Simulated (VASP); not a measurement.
# BN (P6_3/mmc) in VASP: a series of runs, part 2 of 3

VASP 6.6.1. The steps go on from the part before.

**3. Single point, PBE**

INCAR

```
SYSTEM = BN
PREC     = Accurate       ! precision mode
ENCUT    = 520            ! plane-wave cutoff, eV
EDIFF    = 1E-7           ! SCF threshold, eV
ISMEAR   = 0              ! smearing method
SIGMA    = 0.01           ! smearing width, eV
LREAL    = .False.        ! projectors in reciprocal space
LASPH    = .True.         ! aspherical terms in the spheres
NELM     = 80             ! most SCF steps
ALGO     = Normal         ! electronic algorithm
ISIF     = 2              ! what is computed and relaxed
LWAVE    = .False.        ! write WAVECAR
LCHARG   = .False.        ! write CHGCAR
GGA      = PE             ! functional
NBANDS   = 16             ! bands
```

KPOINTS

```
Automatic mesh
0
Gamma
  9 9 4
  0 0 0
```

POSCAR

```
BN
1.0
    2.5005826042      0.0000000000      0.0000000000
   -1.2502913021      2.1655680595      0.0000000000
    0.0000000000      0.0000000000      6.5236361402
B N
2 2
Direct
    0.3333333333      0.6666666667      0.2500000000
    0.6666666667      0.3333333333      0.7500000000
    0.3333333333      0.6666666667      0.7500000000
    0.6666666667      0.3333333333      0.2500000000
```

Potentials or basis: VASP PAW PBE potentials, release 64 (B, N).

On the command line:

```bash
cat potpaw_PBE.64/B/POTCAR potpaw_PBE.64/N/POTCAR > POTCAR
mpirun -np 1 vasp_std > vasp.out
```

OUTCAR:

```text
SYSTEM = BN
   PREC = Accurate
   ENCUT = 520
   EDIFF = 1E-7
   ISMEAR = 0
   LREAL = .False.
   LASPH = .True.
   NELM = 80
   ISIF = 2
   GGA = PE

 ion  position               nearest neighbor table
   1  0.333  0.667  0.250-   4 1.44   4 1.44   4 1.44
   2  0.667  0.333  0.750-   3 1.44   3 1.44   3 1.44
   3  0.333  0.667  0.750-   2 1.44   2 1.44   2 1.44
   4  0.667  0.333  0.250-   1 1.44   1 1.44   1 1.44

  LATTYP: Found a hexagonal cell.
 ALAT       =     2.5005826042
 C/A-ratio  =     2.6088464861

  Lattice vectors:

 A1 = (   2.5005826042,   0.0000000000,   0.0000000000)
 A2 = (  -1.2502913021,   2.1655680595,   0.0000000000)
 A3 = (   0.0000000000,   0.0000000000,   6.5236361402)

Analysis of symmetry for initial positions (statically):
=====================================================================
 Subroutine PRICEL returns:
 Original cell was already a primitive cell.

 Routine SETGRP: Setting up the symmetry group for a
 hexagonal supercell.

 Subroutine GETGRP returns: Found 24 space group operations
 (whereof 12 operations were pure point group operations)
 out of a pool of 24 trial point group operations.

The static configuration has the point symmetry D_3d.
 The point group associated with its full space group is D_6h.

Analysis of symmetry for dynamics (positions and initial velocities):
=====================================================================
 Subroutine PRICEL returns:
 Original cell was already a primitive cell.

 Routine SETGRP: Setting up the symmetry group for a
 hexagonal supercell.

 Subroutine GETGRP returns: Found 24 space group operations
 (whereof 12 operations were pure point group operations)
 out of a pool of 24 trial point group operations.

The dynamic configuration has the point symmetry D_3d.
 The point group associated with its full space group is D_6h.

 Subroutine INISYM returns: Found 24 space group operations
 (whereof 12 operations are pure point group operations),
 and found     1 'primitive' translations

----------------------------------------------------------------------------------------

                                     Primitive cell

  volume of cell :      35.3267

  direct lattice vectors                    reciprocal lattice vectors
     2.500582604  0.000000000  0.000000000     0.399906805  0.230886302  0.000000000
    -1.250291302  2.165568059  0.000000000     0.000000000  0.461772603  0.000000000
     0.000000000  0.000000000  6.523636140     0.000000000  0.000000000  0.153288745

  length of vectors
     2.500582604  2.500582604  6.523636140     0.461772603  0.461772603  0.153288745

  position of ions in fractional coordinates (direct lattice)
     0.333333333  0.666666667  0.250000000
     0.666666667  0.333333333  0.750000000
     0.333333333  0.666666667  0.750000000
     0.666666667  0.333333333  0.250000000

  ion indices of the primitive-cell ions
   primitive index   ion index
                 1           1
                 2           2
                 3           3
                 4           4

----------------------------------------------------------------------------------------

 KPOINTS: Automatic mesh

[... 24 lines left out ...]
  0.000000  0.000000  0.000000      1.000000
  0.111111  0.000000  0.000000      6.000000
  0.222222 -0.000000  0.000000      6.000000
  0.333333 -0.000000  0.000000      6.000000
  0.444444 -0.000000  0.000000      6.000000
  0.111111  0.111111  0.000000      6.000000
[... 16 lines left out ...]
  0.333333  0.222222  0.250000     24.000000
  0.333333  0.333333  0.250000      4.000000
 [... further k-points ...]
   k-points           NKPTS =     36   k-points in BZ     NKDIM =     36   number of bands    NBANDS=     16
   number of dos      NEDOS =    301   number of ions     NIONS =      4
   total plane-waves  NPLWV =  20000
   dimension x,y,z NGX =    20 NGY =   20 NGZ =   50
   dimension x,y,z NGXF=    40 NGYF=   40 NGZF=  100
   ions per type =               2   2
   NGX,Y,Z   is equivalent  to a cutoff of  13.30, 13.30, 12.74 a.u.
   NGXF,Y,Z  is equivalent  to a cutoff of  26.59, 26.59, 25.48 a.u.
 SYSTEM =  BN
   PREC   = accura    normal or accurate (medium, high low for compatibility)
   ISTART =      0    job   : 0-new  1-cont  2-samecut
   ICHARG =      2    charge: 1-file 2-atom 10-const
   ISPIN  =      1    spin polarized calculation?
   LNONCOLLINEAR =      F non collinear calculations
   LSORBIT =      F    spin-orbit coupling
   LASPH  =      T    aspherical Exc in radial PAW
   ENCUT  =  520.0 eV  38.22 Ry    6.18 a.u.   4.65  4.65 12.13*2*pi/ulx,y,z
   NELM   =     80;   NELMIN=  2; NELMDL= -5     # of ELM steps
   EDIFF  = 0.1E-06   stopping-criterion for ELM
   LREAL  =      F    real-space projection
   EDIFFG = 0.1E-05   stopping-criterion for IOM
   NSW    =      0    number of steps for IOM
   IBRION =     -1    ionic relax: 0-MD 1-quasi-New 2-CG
   NFREE  =      0    steps in history (QN), initial steepest desc. (CG)
   ISIF   =      2    stress and relaxation
   ISYM   =      2    0-nonsym 1-usesym 2-fastsym
   POTIM  = 0.5000    time-step for ionic-motion
   TEBEG  =    0.0;   TEEND  =   0.0 temperature during run
   PSTRESS=    0.0 pullay stress
   NELECT =      16.0000    total number of electrons
   NUPDOWN=      -1.0000    fix difference up-down
   EMIN   =  10.00;   EMAX   =-10.00  energy-range for DOS
   EFERMI =   0.00;   METHOD = LEGACY
   ISMEAR =     0;   SIGMA  =   0.01  broadening in eV -4-tet -1-fermi 0-gaus
   EFERMI_NEDOS =   21; number of points for ismear=-14 and -15
   IALGO  =     38    algorithm
   IMIX   =      4    mixing-type and parameters
     AMIX     =   0.40;   BMIX     =  1.00
     AMIX_MAG =   1.60;   BMIX_MAG =  1.00
  volume/ion in A,a.u.               =       8.83        59.60
  Fermi-wavevector in a.u.,A,eV,Ry     =   1.257228  2.375816 21.505657  1.580621
  Thomas-Fermi vector in A             =   2.390897
   LORBIT       =      0    0 simple, 1 ext, 2 COOP (PROOUT), +10 PAW based schemes
   GGA     = PE    functional components
   LHFCALC =     F    Hartree Fock is set to
   AEXX    =    0.0000 exact exchange contribution
   IVDW    =     0    specifies the selected vdW correction
   LEPSILON=     F    determine dielectric tensor
   LRPA    =     F    only Hartree local field effects (RPA)
 non-spin polarized calculation
 Gauss-broadening in eV      SIGMA  =   0.01
  energy-cutoff  :      520.00
  volume of cell :       35.33
 maximum number of plane-waves:       973
 NGX is ok and might be reduce to    20
   NGX =  9   NGY =  9   NGZ = 25

 number of electron      15.9999997 magnetization

 Free energy of the ion-electron system (eV)
  ---------------------------------------------------
  ext. energy  EPLUGINS =         0.00000000
  ---------------------------------------------------
  free energy    TOTEN  =       -35.13684174 eV

  energy without entropy =      -35.13684174  energy(sigma->0) =      -35.13684174

 E-fermi :   2.4983     XC(G=0): -10.1958

 val. band max:        2.4339067778   @ k =   0.3333   0.3333   0.5000
 cond. band min:       6.8169067797   @ k =   0.4444   0.1111   0.0000
 fundamental gap:      4.3830000018
 Fermi energy:         2.4983098089

 k-point     1 :       0.0000    0.0000    0.0000
  band No.  band energies     occupation
      1     -15.4079      2.00000
      2     -15.0717      2.00000
      3      -3.8785      2.00000
      4      -1.5673      2.00000
      5       1.1085      2.00000
      6       1.1085      2.00000
[... 433 lines left out ...]
      3      -5.5430      2.00000
      4      -5.4130      2.00000
      5      -4.7162      2.00000
      6      -4.7162      2.00000
[... 8 lines left out ...]
     15      19.8015      0.00000
     16      20.4270      0.00000

 [... further k-points ...]

------------------------ aborting loop because EDIFF is reached ----------------------------------------

  FORCE on cell =-STRESS in cart. coord.  units (eV):
  Direction    XX          YY          ZZ          XY          YZ          ZX
  --------------------------------------------------------------------------------------
  -------------------------------------------------------------------------------------
  Total        1.1821677      1.1821677      0.7653434      0.0000000      0.0000000      0.0000000
  in kB       53.6150742     53.6150742     34.7107614      0.0000000      0.0000000      0.0000000
  external PRESSURE =      47.3136366 kB  Pullay stress =       0.0000000 kB

 VOLUME and BASIS-vectors are now :
 -----------------------------------------------------------------------------
  energy-cutoff  :      520.00
  volume of cell :       35.33
      direct lattice vectors                 reciprocal lattice vectors
     2.500582604  0.000000000  0.000000000     0.399906805  0.230886302  0.000000000
    -1.250291302  2.165568059  0.000000000     0.000000000  0.461772603  0.000000000
     0.000000000  0.000000000  6.523636140     0.000000000  0.000000000  0.153288745

 POSITION                                       TOTAL-FORCE (eV/Angst)
 -----------------------------------------------------------------------------------
     -0.00000      1.44371      1.63091         0.000000     -0.000000      0.000000
      1.25029      0.72186      4.89273        -0.000000      0.000000      0.000000
     -0.00000      1.44371      4.89273        -0.000000      0.000000      0.000000
      1.25029      0.72186      1.63091         0.000000     -0.000000      0.000000
 -----------------------------------------------------------------------------------
    total drift:                               -0.000000      0.000000     -0.000000

  FREE ENERGIE OF THE ION-ELECTRON SYSTEM (eV)
  ---------------------------------------------------
  free  energy   TOTEN  =       -35.1368417363 eV

  energy  without entropy=      -35.1368417363  energy(sigma->0) =      -35.13684174
```

Run time: 20 s. Hardware: 1 thread of Intel Xeon Platinum 8375C at 2.90GHz (Ice Lake), shared host; peak memory 0.15 GiB.

Results:

```
Free energy            : -35.1368 eV
Pressure               : 4.7 GPa
Band gap on the k mesh : 4.38 eV, indirect (least direct gap 4.65 eV)
```

Stress tensor (GPa, compression positive):
```
5.36 0.00 0.00
0.00 5.36 0.00
0.00 0.00 3.47
```

Caveat: this functional lacks dispersion, which binds the layers, so the pressure and a relaxed spacing across them are unreliable. As with any semilocal functional, this PBE gap is likely too small.

[end of part 2 of 3]
